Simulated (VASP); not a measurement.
# SiC (P6_3mc) in VASP: a series of runs, part 2 of 2

VASP 6.6.1. Earlier steps stand in the parts before.

### 3 Single point, LDA (volume 11.767 Å^3 an atom, c/a of the conventional cell 1.5768)

Input file INCAR:

```
SYSTEM = SiC
PREC = Accurate ; ENCUT = 520
EDIFF = 1E-6 ; ISMEAR = 0
SIGMA = 0.05 ; LREAL = .False.
LASPH = .True. ; NELM = 80
ALGO = Normal ; ISIF = 2
LWAVE = .False. ; LCHARG = .False.
NBANDS = 16
```

Input file KPOINTS:

```
regular mesh
0
Gamma
  12 12 6
  0 0 0
```

Input file POSCAR:

```
SiC
1.0
    3.2544142579      0.0000000000      0.0000000000
   -1.6272071290      2.8184054218      0.0000000000
    0.0000000000      0.0000000000      5.1315604019
Si C
2 2
Direct
    0.3333333333      0.6666666667      0.0034440927
    0.6666666667      0.3333333333      0.5034440927
    0.3333333333      0.6666666667      0.3815559073
    0.6666666667      0.3333333333      0.8815559073
```

Potentials or basis: VASP PAW LDA potentials, release 64 (Si, C).

Launch:

```console
> cat potpaw_LDA.64/Si/POTCAR potpaw_LDA.64/C/POTCAR > POTCAR
> mpirun -np 1 vasp_std > vasp.out
```

OUTCAR:

```text
SYSTEM = SiC
   PREC = Accurate
   ENCUT = 520
   EDIFF = 1E-6
   ISMEAR = 0
   LREAL = .False.
   LASPH = .True.
   NELM = 80
   ISIF = 2

 ion  position               nearest neighbor table
   1  0.333  0.667  0.003-   3 1.94   4 1.98   4 1.98   4 1.98
   2  0.667  0.333  0.503-   4 1.94   3 1.98   3 1.98   3 1.98
   3  0.333  0.667  0.382-   1 1.94   2 1.98   2 1.98   2 1.98
   4  0.667  0.333  0.882-   2 1.94   1 1.98   1 1.98   1 1.98

  LATTYP: Found a hexagonal cell.
 ALAT       =     3.2544142579
 C/A-ratio  =     1.5768000000

  Lattice vectors:

 A1 = (   3.2544142579,   0.0000000000,   0.0000000000)
 A2 = (  -1.6272071290,   2.8184054218,   0.0000000000)
 A3 = (   0.0000000000,   0.0000000000,   5.1315604019)

Analysis of symmetry for initial positions (statically):
=====================================================================
 Subroutine PRICEL returns:
 Original cell was already a primitive cell.

 Routine SETGRP: Setting up the symmetry group for a
 hexagonal supercell.

 Subroutine GETGRP returns: Found 12 space group operations
 (whereof  6 operations were pure point group operations)
 out of a pool of 24 trial point group operations.

The static configuration has the point symmetry C_3v.
 The point group associated with its full space group is C_6v.

Analysis of symmetry for dynamics (positions and initial velocities):
=====================================================================
 Subroutine PRICEL returns:
 Original cell was already a primitive cell.

 Routine SETGRP: Setting up the symmetry group for a
 hexagonal supercell.

 Subroutine GETGRP returns: Found 12 space group operations
 (whereof  6 operations were pure point group operations)
 out of a pool of 24 trial point group operations.

The dynamic configuration has the point symmetry C_3v.
 The point group associated with its full space group is C_6v.

 Subroutine INISYM returns: Found 12 space group operations
 (whereof  6 operations are pure point group operations),
 and found     1 'primitive' translations

----------------------------------------------------------------------------------------

                                     Primitive cell

  volume of cell :      47.0680

  direct lattice vectors                    reciprocal lattice vectors
     3.254414258  0.000000000  0.000000000     0.307274957  0.177405279  0.000000000
    -1.627207129  2.818405422  0.000000000     0.000000000  0.354810558  0.000000000
     0.000000000  0.000000000  5.131560402     0.000000000  0.000000000  0.194872499

  length of vectors
     3.254414258  3.254414258  5.131560402     0.354810558  0.354810558  0.194872499

  position of ions in fractional coordinates (direct lattice)
     0.333333333  0.666666667  0.003444093
     0.666666667  0.333333333  0.503444093
     0.333333333  0.666666667  0.381555907
     0.666666667  0.333333333  0.881555907

  ion indices of the primitive-cell ions
   primitive index   ion index
                 1           1
                 2           2
                 3           3
                 4           4

----------------------------------------------------------------------------------------

 KPOINTS: regular mesh

Automatic generation of k-mesh.
 Grid dimensions read from file:
 generate k-points for:   12   12    6

 Generating k-lattice:

  Cartesian coordinates                     Fractional coordinates (reciprocal lattice)
     0.025606246  0.014783773  0.000000000     0.083333333  0.000000000  0.000000000
     0.000000000  0.029567546  0.000000000     0.000000000  0.083333333  0.000000000
     0.000000000  0.000000000  0.032478750     0.000000000  0.000000000  0.166666667

  Length of vectors
     0.029567546  0.029567546  0.032478750

  Shift w.r.t. Gamma in fractional coordinates (k-lattice)
     0.000000000  0.000000000  0.000000000

 Subroutine IBZKPT returns following result:
 ===========================================

 Found     76 irreducible k-points:

 Following reciprocal coordinates:
            Coordinates               Weight
  0.000000  0.000000  0.000000      1.000000
  0.083333 -0.000000  0.000000      6.000000
  0.166667 -0.000000  0.000000      6.000000
  0.250000 -0.000000  0.000000      6.000000
  0.333333  0.000000  0.000000      6.000000
  0.416667 -0.000000  0.000000      6.000000
[... 16 lines left out ...]
  0.250000 -0.000000  0.166667     12.000000
  0.333333  0.000000  0.166667     12.000000
 [... further k-points ...]
   k-points           NKPTS =     76   k-points in BZ     NKDIM =     76   number of bands    NBANDS=     16
   number of dos      NEDOS =    301   number of ions     NIONS =      4
   total plane-waves  NPLWV =  23040
   dimension x,y,z NGX =    24 NGY =   24 NGZ =   40
   dimension x,y,z NGXF=    48 NGYF=   48 NGZF=   80
   ions per type =               2   2
   NGX,Y,Z   is equivalent  to a cutoff of  12.26, 12.26, 12.96 a.u.
   NGXF,Y,Z  is equivalent  to a cutoff of  24.52, 24.52, 25.92 a.u.
 SYSTEM =  SiC
   PREC   = accura    normal or accurate (medium, high low for compatibility)
   ISTART =      0    job   : 0-new  1-cont  2-samecut
   ICHARG =      2    charge: 1-file 2-atom 10-const
   ISPIN  =      1    spin polarized calculation?
   LNONCOLLINEAR =      F non collinear calculations
   LSORBIT =      F    spin-orbit coupling
   LASPH  =      T    aspherical Exc in radial PAW
   ENCUT  =  520.0 eV  38.22 Ry    6.18 a.u.   6.05  6.05  9.54*2*pi/ulx,y,z
   NELM   =     80;   NELMIN=  2; NELMDL= -5     # of ELM steps
   EDIFF  = 0.1E-05   stopping-criterion for ELM
   LREAL  =      F    real-space projection
   EDIFFG = 0.1E-04   stopping-criterion for IOM
   NSW    =      0    number of steps for IOM
   IBRION =     -1    ionic relax: 0-MD 1-quasi-New 2-CG
   NFREE  =      0    steps in history (QN), initial steepest desc. (CG)
   ISIF   =      2    stress and relaxation
   ISYM   =      2    0-nonsym 1-usesym 2-fastsym
   POTIM  = 0.5000    time-step for ionic-motion
   TEBEG  =    0.0;   TEEND  =   0.0 temperature during run
   PSTRESS=    0.0 pullay stress
   NELECT =      16.0000    total number of electrons
   NUPDOWN=      -1.0000    fix difference up-down
   EMIN   =  10.00;   EMAX   =-10.00  energy-range for DOS
   EFERMI =   0.00;   METHOD = LEGACY
   ISMEAR =     0;   SIGMA  =   0.05  broadening in eV -4-tet -1-fermi 0-gaus
   EFERMI_NEDOS =   21; number of points for ismear=-14 and -15
   IALGO  =     38    algorithm
   IMIX   =      4    mixing-type and parameters
     AMIX     =   0.40;   BMIX     =  1.00
     AMIX_MAG =   1.60;   BMIX_MAG =  1.00
  volume/ion in A,a.u.               =      11.77        79.41
  Fermi-wavevector in a.u.,A,eV,Ry     =   1.142544  2.159095 17.761136  1.305407
  Thomas-Fermi vector in A             =   2.279242
   LORBIT       =      0    0 simple, 1 ext, 2 COOP (PROOUT), +10 PAW based schemes
   GGA     = CA    functional components
   LHFCALC =     F    Hartree Fock is set to
   AEXX    =    0.0000 exact exchange contribution
   IVDW    =     0    specifies the selected vdW correction
   LEPSILON=     F    determine dielectric tensor
   LRPA    =     F    only Hartree local field effects (RPA)
 non-spin polarized calculation
 Gauss-broadening in eV      SIGMA  =   0.05
  energy-cutoff  :      520.00
  volume of cell :       47.07
 maximum number of plane-waves:      1296
   NGX = 13   NGY = 13   NGZ = 19

 number of electron      15.9999999 magnetization

 Free energy of the ion-electron system (eV)
  ---------------------------------------------------
  ext. energy  EPLUGINS =         0.00000000
  ---------------------------------------------------
  free energy    TOTEN  =       -32.64419118 eV

  energy without entropy =      -32.64419118  energy(sigma->0) =      -32.64419118

 E-fermi :   7.0749     XC(G=0): -11.0079

 val. band max:        6.8405374917   @ k =   0.0000   0.0000   0.0000
 cond. band min:       8.9661986978   @ k =   0.5000  -0.0000   0.0000
 fundamental gap:      2.1256612061
 Fermi energy:         7.0749193859

 k-point     1 :       0.0000    0.0000    0.0000
  band No.  band energies     occupation
      1      -7.7006      2.00000
      2      -4.2493      2.00000
      3      -1.1451      2.00000
      4       5.3083      2.00000
      5       5.3083      2.00000
      6       6.7416      2.00000
[... 8 lines left out ...]
     15      14.7093      0.00000
     16      17.1106      0.00000
[... 420 lines left out ...]
  band No.  band energies     occupation
      1      -5.9673      2.00000
      2      -3.5192      2.00000
      3      -0.2476      2.00000
      4       1.7114      2.00000
      5       2.2794      2.00000
      6       3.9707      2.00000
[... 8 lines left out ...]
     15      16.9754      0.00000
     16      17.4980      0.00000

 [... further k-points ...]
[... 5 lines left out ...]
  --------------------------------------------------------------------------------------
  -------------------------------------------------------------------------------------
  Total       -8.9155439     -8.9155439     -4.2282890      0.0000000      0.0000000      0.0000000
  in kB     -303.4818191   -303.4818191   -143.9293969      0.0000000      0.0000000      0.0000000
  external PRESSURE =    -250.2976783 kB  Pullay stress =       0.0000000 kB

 VOLUME and BASIS-vectors are now :
 -----------------------------------------------------------------------------
  energy-cutoff  :      520.00
  volume of cell :       47.07
      direct lattice vectors                 reciprocal lattice vectors
     3.254414258  0.000000000  0.000000000     0.307274957  0.177405279  0.000000000
    -1.627207129  2.818405422  0.000000000     0.000000000  0.354810558  0.000000000
     0.000000000  0.000000000  5.131560402     0.000000000  0.000000000  0.194872499

 POSITION                                       TOTAL-FORCE (eV/Angst)
 -----------------------------------------------------------------------------------
     -0.00000      1.87894      0.01767         0.000000     -0.000000     -0.003999
      1.62721      0.93947      2.58345        -0.000000      0.000000     -0.003999
     -0.00000      1.87894      1.95798        -0.000000      0.000000      0.003999
      1.62721      0.93947      4.52376         0.000000     -0.000000      0.003999
 -----------------------------------------------------------------------------------
    total drift:                               -0.000000      0.000000      0.000317

  FREE ENERGIE OF THE ION-ELECTRON SYSTEM (eV)
  ---------------------------------------------------
  free  energy   TOTEN  =       -32.6441911751 eV

  energy  without entropy=      -32.6441911751  energy(sigma->0) =      -32.64419118
```

stdout:

```text
POSCAR found type information on POSCAR SiC
 POSCAR found :  2 types and       4 ions
 scaLAPACK will be used
 LDA part: xc-table for (Slater(with rela. corr.)+CA(PZ))
 , standard interpolation
 POSCAR, INCAR and KPOINTS ok, starting setup
 FFT: planning ... GRIDC
 FFT: planning ... GRID_SOFT
 FFT: planning ... GRID
 WAVECAR not read
 entering main loop
```

It took 28 s on 1 thread of Intel Xeon Platinum 8175M at 2.50GHz (Skylake/Cascade Lake), shared host; peak memory 0.17 GiB.

What came out:

* Free energy: -32.6442 eV
* Pressure: -25.0 GPa
* Largest force: 0.004 eV/Å
* Band gap on the k mesh: 2.13 eV, indirect (least direct gap 3.08 eV)

Forces in eV/Å, atoms in the order of the input:
```
Si   0.000  0.000 -0.004
Si   0.000  0.000 -0.004
C    0.000  0.000  0.004
C    0.000  0.000  0.004
```

Stress tensor (GPa, compression positive):
```
-30.35   0.00   0.00
  0.00 -30.35   0.00
  0.00   0.00 -14.39
```

Levels at points of the mesh, in eV from the valence-band top:
| k point | band 5 | band 6 | band 7 | band 8 | band 9 | band 10 | band 11 | band 12 |
| --- | --- | --- | --- | --- | --- | --- | --- | --- |
| (0.00, 0.00, 0.00) | -1.53 | -0.10 | -0.10 | 0.00 | 3.08 | 4.96 | 5.51 | 5.51 |
| (0.50, 0.00, 0.00) | -5.07 | -3.30 | -3.02 | -1.15 | 2.13 | 4.16 | 5.79 | 6.39 |
| (0.00, 0.00, 0.50) | -0.89 | -0.89 | -0.89 | -0.89 | 4.27 | 4.27 | 6.29 | 6.29 |
| (0.50, 0.00, 0.50) | -2.42 | -2.42 | -2.06 | -2.06 | 2.91 | 2.91 | 4.77 | 4.77 |

### 4 Single point, LDA (volume 11.767 Å^3 an atom, c/a of the conventional cell 1.7084)

Input file INCAR:

```
ALGO = Normal
EDIFF = 1E-6
ENCUT = 520
ISIF = 2
ISMEAR = 0
LASPH = True
LCHARG = False
LREAL = False
LWAVE = False
NBANDS = 16
NELM = 80
PREC = Accurate
SIGMA = 0.05
```

Input file KPOINTS:

```
k-points
0
Gamma
  12 12 6
```

Input file POSCAR:

```
SiC
1.0
    3.1686080176      0.0000000000      0.0000000000
   -1.5843040088      2.7440950379      0.0000000000
    0.0000000000      0.0000000000      5.4132499372
Si C
2 2
Direct
    0.3333333333      0.6666666667      0.0046041256
    0.6666666667      0.3333333333      0.5046041256
    0.3333333333      0.6666666667      0.3803958744
    0.6666666667      0.3333333333      0.8803958744
```

Launch:

```console
> cat potpaw_LDA.64/Si/POTCAR potpaw_LDA.64/C/POTCAR > POTCAR
> mpirun -np 1 vasp_std > vasp.out
```

It took 27 s on 1 thread of Intel Xeon Platinum 8175M at 2.50GHz (Skylake/Cascade Lake), shared host; peak memory 0.17 GiB.

The run converged. Its results:

```
Free energy            : -32.6524 eV
Pressure               : -24.8 GPa
Band gap on the k mesh : 2.24 eV, indirect (least direct gap 3.95 eV)
```

Forces in eV/Å, atoms in the order of the input:
```
Si   0.000  0.000  0.002
Si   0.000  0.000  0.002
C    0.000  0.000 -0.002
C    0.000  0.000 -0.002
```

Stress tensor (GPa, compression positive):
```
-19.89   0.00   0.00
  0.00 -19.89   0.00
  0.00   0.00 -34.54
```

Levels at points of the mesh, in eV from the valence-band top:
```csv
k point,band 5,band 6,band 7,band 8,band 9,band 10,band 11,band 12
"(0.00, 0.00, 0.00)",-1.07,-0.28,0.00,0.00,4.23,4.26,6.11,6.11
"(0.50, 0.00, 0.00)",-4.94,-2.94,-2.92,-1.25,2.70,3.77,5.69,6.69
"(0.00, 0.00, 0.50)",-0.58,-0.58,-0.58,-0.58,5.15,5.15,6.80,6.80
"(0.50, 0.00, 0.50)",-2.36,-2.36,-2.21,-2.21,2.76,2.76,4.50,4.50
```

 A k mesh can miss the band edges.

### 5 Summary

```csv
cell,gap on the mesh (eV),pressure (GPa)
"a = 3.298, b = 3.298, c = 4.996 Å, angles 90.0, 90.0, 120.0°, 4 atoms",1.69,-24.5
"a = 3.254, b = 3.254, c = 5.132 Å, angles 90.0, 90.0, 120.0°, 4 atoms",2.13,-25.0
"a = 3.169, b = 3.169, c = 5.413 Å, angles 90.0, 90.0, 120.0°, 4 atoms",2.24,-24.8
```

Alike in all rows: task single point; level LDA; potentials or basis VASP PAW LDA potentials, release 64 (Si, C); no spin polarisation; k mesh 12 × 12 × 6; cutoff (eV) 520; smearing gaussian 0.05 eV.

Absolute energies hang on the potentials; compare differences alone.
